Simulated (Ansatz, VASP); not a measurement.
## Two plane-wave programs on AlN

```
Al N
1.0
     3.10670    0.00000    0.00000
    -1.55335    2.69048    0.00000
     0.00000    0.00000    4.97852
Al N
2 2
Direct
  0.33333 0.66667 0.99920
  0.66667 0.33333 0.49920
  0.33333 0.66667 0.38080
  0.66667 0.33333 0.88080
```

Alike in both runs: functional r2SCAN; k mesh 12 × 12 × 6; occupations fermi-dirac, width 0.08 eV; no spin polarisation.

Ansatz relaxed the structure, and its values are those at the end. VASP's run is a single point on that final structure, the one shown.

```csv
,VASP,Ansatz
version,VASP 6.6.1,Ansatz 0.2.0
potentials or method,"VASP PAW PBE potentials, release 64 (Al, N)","PAW with Ansatz's default frozen-core files, scalar-relativistic"
plane-wave cutoff (eV),520,500
valence electrons in the cell,16,16
```

Ansatz gave:

| Item | Value |
| --- | --- |
| pressure (GPa) | 0.0 |

Task: What did VASP give for the same quantities?

Result: Pressure (GPa): -0.4.

VASP's potentials were made for PBE, not for r2SCAN.
